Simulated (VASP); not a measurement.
# Dy (P6_3/mmc) in VASP: single point with PBE

Aim: the single point of Dy with PBE.

Program: VASP 6.6.1. These are calculated values, not measurements. Logs are shortened: lines on timing, memory, paths and dates and some standing lists are left out, and cuts for length are marked.

## 1. The cell of the first run

The structure is hexagonal, space group P6_3/mmc (No. 194). The conventional cell has a = 3.566 Å, b = 3.566 Å, c = 5.610 Å, α = 90.00°, β = 90.00°, γ = 120.00°. Within 4.6 Å of Dy (site symmetry -6m2) lie 12 Dy at 3.48 to 3.57 Å.

## 2. Single point, PBE, collinear spin, ferromagnetic start

Input file INCAR:

```
SYSTEM = Dy
PREC = Accurate ; ENCUT = 520
EDIFF = 1E-6 ; ISMEAR = -1
SIGMA = 0.05 ; LREAL = .False.
LASPH = .True. ; NELM = 150
ALGO = Normal ; ISIF = 2
LWAVE = .False. ; LCHARG = .False.
ISPIN = 2 ; MAGMOM = 5 5
LORBIT = 11 ; LMAXMIX = 6
GGA = PE ; NBANDS = 31
```

Input file KPOINTS:

```
Automatic mesh
0
Gamma
  9 9 5
  0 0 0
```

Input file POSCAR:

```
Dy
1.0
    3.5662033008      0.0000000000      0.0000000000
   -1.7831016504      3.0884226535      0.0000000000
    0.0000000000      0.0000000000      5.6095961734
Dy
2
Direct
    0.6666666667      0.3333333333      0.7500000000
    0.3333333333      0.6666666667      0.2500000000
```

Potentials or basis: VASP PAW PBE potentials, release 64 (Dy).

Launch:

```bash
> cat potpaw_PBE.64/Dy/POTCAR > POTCAR
> mpirun -np 1 vasp_std > vasp.out
```

OUTCAR:

```text
SYSTEM = Dy
   PREC = Accurate
   ENCUT = 520
   EDIFF = 1E-6
   ISMEAR = -1
   LREAL = .False.
   LASPH = .True.
   NELM = 150
   ISIF = 2
   ISPIN = 2
   LORBIT = 11
   GGA = PE

 ion  position               nearest neighbor table
   1  0.667  0.333  0.750-   2 3.48   2 3.48   2 3.48   2 3.48   2 3.48   2 3.48
   2  0.333  0.667  0.250-   1 3.48   1 3.48   1 3.48   1 3.48   1 3.48   1 3.48

  LATTYP: Found a hexagonal cell.
 ALAT       =     3.5662033008
 C/A-ratio  =     1.5729883297

  Lattice vectors:

 A1 = (   3.5662033008,   0.0000000000,   0.0000000000)
 A2 = (  -1.7831016504,   3.0884226535,   0.0000000000)
 A3 = (   0.0000000000,   0.0000000000,   5.6095961734)

Analysis of symmetry for initial positions (statically):
=====================================================================
 Subroutine PRICEL returns:
 Original cell was already a primitive cell.

 Routine SETGRP: Setting up the symmetry group for a
 hexagonal supercell.

 Subroutine GETGRP returns: Found 24 space group operations
 (whereof 12 operations were pure point group operations)
 out of a pool of 24 trial point group operations.

The static configuration has the point symmetry D_3d.
 The point group associated with its full space group is D_6h.

Analysis of symmetry for dynamics (positions and initial velocities):
=====================================================================
 Subroutine PRICEL returns:
 Original cell was already a primitive cell.

 Routine SETGRP: Setting up the symmetry group for a
 hexagonal supercell.

 Subroutine GETGRP returns: Found 24 space group operations
 (whereof 12 operations were pure point group operations)
 out of a pool of 24 trial point group operations.

The dynamic configuration has the point symmetry D_3d.
 The point group associated with its full space group is D_6h.

Analysis of structural, dynamic, and magnetic symmetry:
=====================================================================
 Subroutine PRICEL returns:
 Original cell was already a primitive cell.

 Routine SETGRP: Setting up the symmetry group for a
 hexagonal supercell.

 Subroutine GETGRP returns: Found 24 space group operations
 (whereof 12 operations were pure point group operations)
 out of a pool of 24 trial point group operations.

[... 120 lines left out ...]
     AMIX     =   0.40;   BMIX     =  1.00
     AMIX_MAG =   1.60;   BMIX_MAG =  1.00
  volume/ion in A,a.u.               =      30.89       208.47
  Fermi-wavevector in a.u.,A,eV,Ry     =   1.416239  2.676304 27.289670  2.005734
  Thomas-Fermi vector in A             =   2.537595
   LORBIT       =     11    0 simple, 1 ext, 2 COOP (PROOUT), +10 PAW based schemes
   GGA     = PE    functional components
   LHFCALC =     F    Hartree Fock is set to
   AEXX    =    0.0000 exact exchange contribution
   IVDW    =     0    specifies the selected vdW correction
   LEPSILON=     F    determine dielectric tensor
   LRPA    =     F    only Hartree local field effects (RPA)
 spin polarized calculation
  energy-cutoff  :      520.00
  volume of cell :       61.78
 maximum number of plane-waves:      1701
 NGX is ok and might be reduce to    28
   NGX = 13   NGY = 13   NGZ = 21

 number of electron      39.9999989 magnetization      10.0660074

 number of electron      39.9999988 magnetization       9.6212869

 Free energy of the ion-electron system (eV)
  ---------------------------------------------------
  ext. energy  EPLUGINS =         0.00000000
  ---------------------------------------------------
  free energy    TOTEN  =       -15.73799660 eV

  energy without entropy =      -15.63547626  energy(sigma->0) =      -15.68673643

 E-fermi :   2.8515     XC(G=0): -10.2456

 val. band max:        2.8482850549   @ k =   0.2222   0.1111   0.4000
 cond. band min:       2.8554082650   @ k =   0.4444  -0.0000   0.2000
 fundamental gap:      0.0071232101
 Fermi energy:         2.8514574042

 spin component 1

 k-point     1 :       0.0000    0.0000    0.0000
  band No.  band energies     occupation
      1     -44.2460      1.00000
      2     -44.1733      1.00000
      3     -20.5827      1.00000
      4     -19.7856      1.00000
      5     -19.7730      1.00000
      6     -19.7730      1.00000
[... 805 lines left out ...]
     30       7.7724      0.00000
     31       8.4571      0.00000

 [... further k-points ...]

 spin component 2

 k-point     1 :       0.0000    0.0000    0.0000
  band No.  band energies     occupation
      1     -42.1575      1.00000
      2     -42.0724      1.00000
      3     -19.1011      1.00000
      4     -18.2746      1.00000
      5     -18.2746      1.00000
      6     -18.1864      1.00000
[... 805 lines left out ...]
     30       8.5135      0.00000
     31       9.1606      0.00000

 [... further k-points ...]

------------------------ aborting loop because EDIFF is reached ----------------------------------------

  FORCE on cell =-STRESS in cart. coord.  units (eV):
  Direction    XX          YY          ZZ          XY          YZ          ZX
  --------------------------------------------------------------------------------------
  -------------------------------------------------------------------------------------
  Total        0.6992514      0.6992514      1.3625243      0.0000000      0.0000000      0.0000000
  in kB       18.1329933     18.1329933     35.3329925      0.0000000      0.0000000      0.0000000
  external PRESSURE =      23.8663263 kB  Pullay stress =       0.0000000 kB

 VOLUME and BASIS-vectors are now :
 -----------------------------------------------------------------------------
  energy-cutoff  :      520.00
  volume of cell :       61.78
      direct lattice vectors                 reciprocal lattice vectors
     3.566203301  0.000000000  0.000000000     0.280410261  0.161894940  0.000000000
    -1.783101650  3.088422653  0.000000000     0.000000000  0.323789880  0.000000000
     0.000000000  0.000000000  5.609596173     0.000000000  0.000000000  0.178265952

 POSITION                                       TOTAL-FORCE (eV/Angst)
 -----------------------------------------------------------------------------------
      1.78310      1.02947      4.20720        -0.000000      0.000000      0.000000
     -0.00000      2.05895      1.40240         0.000000     -0.000000     -0.000000
 -----------------------------------------------------------------------------------
    total drift:                               -0.000000      0.000000     -0.000000

  FREE ENERGIE OF THE ION-ELECTRON SYSTEM (eV)
  ---------------------------------------------------
  free  energy   TOTEN  =       -15.7379965961 eV

  energy  without entropy=      -15.6354762612  energy(sigma->0) =      -15.68673643

 total charge

# of ion       s       p       d       f       tot
--------------------------------------------------
    1        2.169   5.808   0.543   9.260  17.780
    2        2.169   5.808   0.543   9.260  17.780
--------------------------------------------------
tot          4.338  11.615   1.086  18.520  35.560

 magnetization (x)

# of ion       s       p       d       f       tot
--------------------------------------------------
    1        0.010  -0.046   0.080   4.586   4.630
    2        0.010  -0.046   0.080   4.586   4.630
--------------------------------------------------
tot          0.020  -0.091   0.160   9.171   9.260
```

OSZICAR:

```text
N       E                     dE             d eps       ncg     rms          rms(c)
DAV:   1     0.262644253827E+03    0.26264E+03   -0.12925E+04  6410   0.664E+03
DAV:   2     0.424945270174E+02   -0.22015E+03   -0.19952E+03  6368   0.493E+02
DAV:   3    -0.538790777478E+01   -0.47882E+02   -0.44164E+02  7420   0.166E+02
DAV:   4    -0.129623656380E+02   -0.75745E+01   -0.74156E+01  8727   0.574E+01
[... 25 lines left out ...]
DAV:  30    -0.157380042721E+02    0.28762E-04   -0.95566E-05  8672   0.203E-01    0.138E+00
DAV:  31    -0.157379940902E+02    0.10182E-04   -0.19913E-05  8330   0.105E-01    0.111E+00
DAV:  32    -0.157379927152E+02    0.13749E-05   -0.37681E-06  6025   0.697E-02    0.772E-01
DAV:  33    -0.157379957840E+02   -0.30688E-05   -0.18628E-05  6691   0.126E-01    0.306E-01
DAV:  34    -0.157379965961E+02   -0.81210E-06   -0.37425E-06  5227   0.266E-02
   1 F= -.15737997E+02 E0= -.15686736E+02  d E =-.102520E+00  mag=     9.6196
```

stdout:

```text
POSCAR found type information on POSCAR Dy
 POSCAR found :  1 types and       2 ions
 scaLAPACK will be used
 LDA part: xc-table for (Slater+PW92), standard interpolation
 POSCAR, INCAR and KPOINTS ok, starting setup
 FFT: planning ... GRIDC
 FFT: planning ... GRID_SOFT
 FFT: planning ... GRID
 WAVECAR not read
 entering main loop
```

Run time: 5.9 min. Hardware: 1 thread of Intel Xeon Platinum 8488C (Sapphire Rapids), shared host; peak memory 0.28 GiB.

What came out:

```yaml
Free_energy: -15.7380 eV
Pressure: 2.4 GPa
Net_moment: 9.62 μB per cell
Site_moments: Dy +4.63 μB
Valence_electrons_inside_the_program's_atomic_spheres: Dy 17.78
```

Caveat: the magnetic or orbital state may not be the lowest; spin-orbit coupling is left out, which moves the levels of the heavy elements; semilocal functionals describe open f shells poorly, which spoils levels, moments and volumes. The state reached can hang on the start; a lower one may exist.
